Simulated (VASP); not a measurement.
# InSe in VASP: further runs

Runs on InSe. Level: PBE+D3(BJ). Tasks: single point.

All numbers are computed with VASP 6.6.1; they aren't measurements. Logs are shortened: lines on timing, memory, paths and dates and some standing lists are left out, and cuts for length are marked.

### 1 The cell of the first run

The cell holds a slab with vacuum, 4 atoms: a = 4.228 Å, b = 4.078 Å, c = 36.723 Å, α = 90.00°, β = 90.00°, γ = 121.22°.

### 2 Single point, PBE+D3(BJ) (strain along x +0.050, then relaxed in part)

Input file INCAR:

```
PREC     = Accurate       # precision mode
ENCUT    = 520            # plane-wave cutoff, eV
EDIFF    = 1E-7           # SCF threshold, eV
ISMEAR   = 0              # smearing method
SIGMA    = 0.02           # smearing width, eV
LREAL    = F              # projectors in reciprocal space
LASPH    = T              # aspherical terms in the spheres
NELM     = 60             # most SCF steps
ALGO     = Normal         # electronic algorithm
ISIF     = 2              # what is computed and relaxed
LWAVE    = F              # write WAVECAR
LCHARG   = T              # write CHGCAR
LDIPOL   = T            
IDIPOL   = 3            
DIPOL    = 0.5 0.5 0.500
GGA      = PE             # functional
IVDW     = 12             # dispersion correction
LELF     = T              # ELF
LVHAR    = T            
LVACPOTAV= T            
NBANDS   = 27             # bands
```

Input file KPOINTS:

```
regular mesh
0
Gamma
  12 12 1
```

Input file POSCAR:

```
InSe
1.0
    4.2279636680      0.0000000000      0.0000000000
   -2.1139818340      3.4871656597      0.0000000000
    0.0000000000      0.0000000000     36.7225669509
Se In
2 2
Direct
    0.3362035937      0.6724071875      0.4281424293
    0.3362035937      0.6724071875      0.5718575707
   -0.0028702604     -0.0057405208      0.4618690923
   -0.0028702604     -0.0057405208      0.5381309077
```

Potentials or basis: VASP PAW PBE potentials, release 64 (Se, In_d).

Command:

```sh
$ cat potpaw_PBE.64/Se/POTCAR potpaw_PBE.64/In_d/POTCAR > POTCAR
$ mpirun -np 1 vasp_std > vasp.out
```

OUTCAR:

```text
PREC = Accurate
   ENCUT = 520
   EDIFF = 1E-7
   ISMEAR = 0
   LREAL = F
   LASPH = T
   NELM = 60
   ISIF = 2
   GGA = PE
   IVDW = 12
 IVDW          = 12

 ion  position               nearest neighbor table
   1  0.336  0.672  0.428-   3 2.67   3 2.69   3 2.69
   2  0.336  0.672  0.572-   4 2.67   4 2.69   4 2.69
   3  0.997  0.994  0.462-   1 2.67   1 2.69   1 2.69   4 2.80
   4  0.997  0.994  0.538-   2 2.67   2 2.69   2 2.69   3 2.80

  Warning from LATTYP: Monoclinic adjustment (A1->A3, A2->A1, A3->A2)!
  LATTYP: Found a base centered orthorhombic cell.
 ALAT       =     4.2279636680
 B/A-ratio  =     1.6495721976
 C/A-ratio  =     8.6856391953

  Lattice vectors:

 A1 = (   2.1139818340,  -3.4871656597,   0.0000000000)
 A2 = (   2.1139818340,   3.4871656597,   0.0000000000)
 A3 = (   0.0000000000,   0.0000000000,  36.7225669509)

Analysis of symmetry for initial positions (statically):
=====================================================================
 Subroutine PRICEL returns:
 Original cell was already a primitive cell.

 Routine SETGRP: Setting up the symmetry group for a
 base centered orthorhombic supercell.

 Subroutine GETGRP returns: Found  4 space group operations
 (whereof  4 operations were pure point group operations)
 out of a pool of  8 trial point group operations.

The static configuration has the point symmetry C_2v.

Analysis of symmetry for dynamics (positions and initial velocities):
=====================================================================
 Subroutine PRICEL returns:
 Original cell was already a primitive cell.

 Routine SETGRP: Setting up the symmetry group for a
 base centered orthorhombic supercell.

 Subroutine GETGRP returns: Found  4 space group operations
 (whereof  4 operations were pure point group operations)
 out of a pool of  8 trial point group operations.

The dynamic configuration has the point symmetry C_2v.

 Subroutine INISYM returns: Found  4 space group operations
 (whereof  4 operations are pure point group operations),
 and found     1 'primitive' translations

----------------------------------------------------------------------------------------

                                     Primitive cell

  volume of cell :     541.4232

  direct lattice vectors                    reciprocal lattice vectors
     4.227963668  0.000000000  0.000000000     0.236520481  0.143382921  0.000000000
    -2.113981834  3.487165660  0.000000000     0.000000000  0.286765843  0.000000000
     0.000000000  0.000000000 36.722566951     0.000000000  0.000000000  0.027231212

  length of vectors
     4.227963668  4.077896950 36.722566951     0.276587418  0.286765843  0.027231212

  position of ions in fractional coordinates (direct lattice)
     0.336203594  0.672407187  0.428142429
     0.336203594  0.672407187  0.571857571
     0.997129740  0.994259479  0.461869092
     0.997129740  0.994259479  0.538130908

  ion indices of the primitive-cell ions
   primitive index   ion index
                 1           1
                 2           2
                 3           3
                 4           4

----------------------------------------------------------------------------------------

 KPOINTS: regular mesh

Automatic generation of k-mesh.
 Grid dimensions read from file:
 generate k-points for:   12   12    1

 Generating k-lattice:

  Cartesian coordinates                     Fractional coordinates (reciprocal lattice)
     0.019710040  0.011948577  0.000000000     0.083333333  0.000000000  0.000000000
     0.000000000  0.023897154  0.000000000     0.000000000  0.083333333  0.000000000
     0.000000000  0.000000000  0.027231212     0.000000000  0.000000000  1.000000000

  Length of vectors
     0.023048952  0.023897154  0.027231212

  Shift w.r.t. Gamma in fractional coordinates (k-lattice)
     0.000000000  0.000000000  0.000000000

 Subroutine IBZKPT returns following result:
 ===========================================

 Found     43 irreducible k-points:

 Following reciprocal coordinates:
            Coordinates               Weight
  0.000000  0.000000  0.000000      1.000000
  0.083333  0.000000  0.000000      4.000000
  0.166667 -0.000000  0.000000      4.000000
  0.250000  0.000000  0.000000      4.000000
  0.333333  0.000000  0.000000      4.000000
  0.416667  0.000000  0.000000      4.000000
[... 16 lines left out ...]
  0.333333  0.166667  0.000000      4.000000
  0.416667  0.166667  0.000000      4.000000
 [... further k-points ...]
   k-points           NKPTS =     43   k-points in BZ     NKDIM =     43   number of bands    NBANDS=     27
   number of dos      NEDOS =    301   number of ions     NIONS =      4
   total plane-waves  NPLWV = 268800
   dimension x,y,z NGX =    32 NGY =   30 NGZ =  280
   dimension x,y,z NGXF=    64 NGYF=   60 NGZF=  560
   ions per type =               2   2
   NGX,Y,Z   is equivalent  to a cutoff of  12.58, 12.23, 12.68 a.u.
   NGXF,Y,Z  is equivalent  to a cutoff of  25.17, 24.46, 25.35 a.u.
 SYSTEM =  unknown system
   PREC   = accura    normal or accurate (medium, high low for compatibility)
   ISTART =      0    job   : 0-new  1-cont  2-samecut
   ICHARG =      2    charge: 1-file 2-atom 10-const
   ISPIN  =      1    spin polarized calculation?
   LNONCOLLINEAR =      F non collinear calculations
   LSORBIT =      F    spin-orbit coupling
   LASPH  =      T    aspherical Exc in radial PAW
   ENCUT  =  520.0 eV  38.22 Ry    6.18 a.u.   7.86  7.58 68.28*2*pi/ulx,y,z
   NELM   =     60;   NELMIN=  2; NELMDL= -5     # of ELM steps
   EDIFF  = 0.1E-06   stopping-criterion for ELM
   LREAL  =      F    real-space projection
   EDIFFG = 0.1E-05   stopping-criterion for IOM
   NSW    =      0    number of steps for IOM
   IBRION =     -1    ionic relax: 0-MD 1-quasi-New 2-CG
   NFREE  =      0    steps in history (QN), initial steepest desc. (CG)
   ISIF   =      2    stress and relaxation
   ISYM   =      2    0-nonsym 1-usesym 2-fastsym
   POTIM  = 0.5000    time-step for ionic-motion
   TEBEG  =    0.0;   TEEND  =   0.0 temperature during run
   PSTRESS=    0.0 pullay stress
   NELECT =      38.0000    total number of electrons
   NUPDOWN=      -1.0000    fix difference up-down
   EMIN   =  10.00;   EMAX   =-10.00  energy-range for DOS
   EFERMI =   0.00;   METHOD = LEGACY
   ISMEAR =     0;   SIGMA  =   0.02  broadening in eV -4-tet -1-fermi 0-gaus
   EFERMI_NEDOS =   21; number of points for ismear=-14 and -15
   IALGO  =     38    algorithm
   IMIX   =      4    mixing-type and parameters
     AMIX     =   0.40;   BMIX     =  1.00
     AMIX_MAG =   1.60;   BMIX_MAG =  1.00
  volume/ion in A,a.u.               =     135.36       913.43
  Fermi-wavevector in a.u.,A,eV,Ry     =   0.675290  1.276113  6.204485  0.456017
  Thomas-Fermi vector in A             =   1.752262
   LORBIT       =      0    0 simple, 1 ext, 2 COOP (PROOUT), +10 PAW based schemes
   GGA     = PE    functional components
   LHFCALC =     F    Hartree Fock is set to
   AEXX    =    0.0000 exact exchange contribution
   IVDW    =    12    specifies the selected vdW correction
   LEPSILON=     F    determine dielectric tensor
   LRPA    =     F    only Hartree local field effects (RPA)
 non-spin polarized calculation
 Gauss-broadening in eV      SIGMA  =   0.02
  energy-cutoff  :      520.00
  volume of cell :      541.42
 maximum number of plane-waves:     14633
   NGX = 15   NGY = 15   NGZ =137

 dipolmoment           0.000000      0.000000     -0.000000 electrons x Angstroem

 number of electron      38.0000000 magnetization

 dipolmoment           0.000000      0.000000      0.000000 electrons x Angstroem

 Free energy of the ion-electron system (eV)
  ---------------------------------------------------
  ext. energy  EPLUGINS =         0.00000000
  ---------------------------------------------------
  free energy    TOTEN  =       -14.19113606 eV

  energy without entropy =      -14.19113606  energy(sigma->0) =      -14.19113606

 E-fermi :  -3.6867     XC(G=0):  -2.2472

 val. band max:       -3.8313179918   @ k =   0.0000   0.1667   0.0000
 cond. band min:      -2.6579241569   @ k =   0.0000   0.0000   0.0000
 fundamental gap:      1.1733938349
 Fermi energy:        -3.6867477113

 k-point     1 :       0.0000    0.0000    0.0000
  band No.  band energies     occupation
      1     -18.0051      2.00000
      2     -17.8203      2.00000
      3     -17.8122      2.00000
      4     -17.7376      2.00000
      5     -17.7303      2.00000
      6     -17.7289      2.00000
[... 19 lines left out ...]
     26       1.9405      0.00000
     27       2.0754      0.00000

 k-point     2 :       0.0833    0.0000    0.0000
  band No.  band energies     occupation
      1     -18.0045      2.00000
      2     -17.8367      2.00000
      3     -17.8132      2.00000
      4     -17.7563      2.00000
      5     -17.7309      2.00000
      6     -17.7267      2.00000
[... 19 lines left out ...]
     26       1.8730      0.00000
     27       2.1559      0.00000

 k-point     3 :       0.1667   -0.0000    0.0000
  band No.  band energies     occupation
      1     -18.0047      2.00000
      2     -17.8790      2.00000
      3     -17.8127      2.00000
      4     -17.8075      2.00000
      5     -17.7344      2.00000
      6     -17.7181      2.00000
[... 594 lines left out ...]
      1     -18.0607      2.00000
      2     -17.9598      2.00000
      3     -17.9486      2.00000
      4     -17.8226      2.00000
      5     -17.7424      2.00000
      6     -17.6864      2.00000
[... 19 lines left out ...]
     26       3.4522      0.00000
     27       3.4838      0.00000

 k-point    24 :       0.4167    0.1667    0.0000
  band No.  band energies     occupation
      1     -18.0669      2.00000
      2     -17.9672      2.00000
      3     -17.9488      2.00000
      4     -17.8238      2.00000
      5     -17.7401      2.00000
      6     -17.6863      2.00000
[... 19 lines left out ...]
     26       3.5754      0.00000
     27       3.9417      0.00000

 [... further k-points ...]

------------------------ aborting loop because EDIFF is reached ----------------------------------------

 vacuum level on the upper side and lower side of the slab       (xc-potential included)        -0.088        -0.088

 Edisp (eV)   -0.84682

 E8    (eV) :    -0.4084

  FORCE on cell =-STRESS in cart. coord.  units (eV):
  Direction    XX          YY          ZZ          XY          YZ          ZX
  --------------------------------------------------------------------------------------
  -------------------------------------------------------------------------------------
  Total      -2.06904    -0.59111     0.03284     0.00000     0.00000     0.00000
  in kB      -6.12269    -1.74922     0.09718     0.00000     0.00000     0.00000
  external pressure =       -2.59 kB  Pullay stress =        0.00 kB

 VOLUME and BASIS-vectors are now :
 -----------------------------------------------------------------------------
  energy-cutoff  :      520.00
  volume of cell :      541.42
      direct lattice vectors                 reciprocal lattice vectors
     4.227963668  0.000000000  0.000000000     0.236520481  0.143382921  0.000000000
    -2.113981834  3.487165660  0.000000000     0.000000000  0.286765843  0.000000000
     0.000000000  0.000000000 36.722566951     0.000000000  0.000000000  0.027231212

 POSITION                                       TOTAL-FORCE (eV/Angst)
 -----------------------------------------------------------------------------------
     -0.00000      2.34480     15.72249         0.000000      0.002435     -0.015769
     -0.00000      2.34480     21.00008         0.000000      0.002435      0.015769
      2.11398      3.46715     16.96102        -0.000000     -0.002435      0.009679
      2.11398      3.46715     19.76155        -0.000000     -0.002435     -0.009679
 -----------------------------------------------------------------------------------
    total drift:                               -0.000123      0.000189      0.000000

  FREE ENERGIE OF THE ION-ELECTRON SYSTEM (eV)
  ---------------------------------------------------
  free  energy   TOTEN  =       -15.0379512548 eV

  energy  without entropy=      -15.0379512548  energy(sigma->0) =      -15.03795125

 vacuum level on the upper side and lower side of the slab         2.025         2.025
```

Run time: 24 min. Hardware: 1 thread of Intel Xeon Platinum 8259CL at 2.50GHz (Skylake/Cascade Lake), shared host; peak memory 0.98 GiB.

What came out:

```yaml
Free_energy: -15.0380 eV
Largest_force: 0.016 eV/Å
Band_gap_on_the_k_mesh: 1.17 eV (least direct gap 1.26 eV)
Dispersion_energy_per_atom: -0.212 eV
Ionisation_potential_of_the_upper_face: 5.86 eV
```

Forces on the atoms (eV/Å):
```
Se   0.000  0.002 -0.016
Se   0.000  0.002  0.016
In   0.000 -0.002  0.010
In   0.000 -0.002 -0.010
```

Caveat: the cell differs from its parent crystal (strain along x +0.050, then relaxed in part); spin-orbit coupling is left out, which moves the levels of the heavy elements.

[end of part 1 of 2]
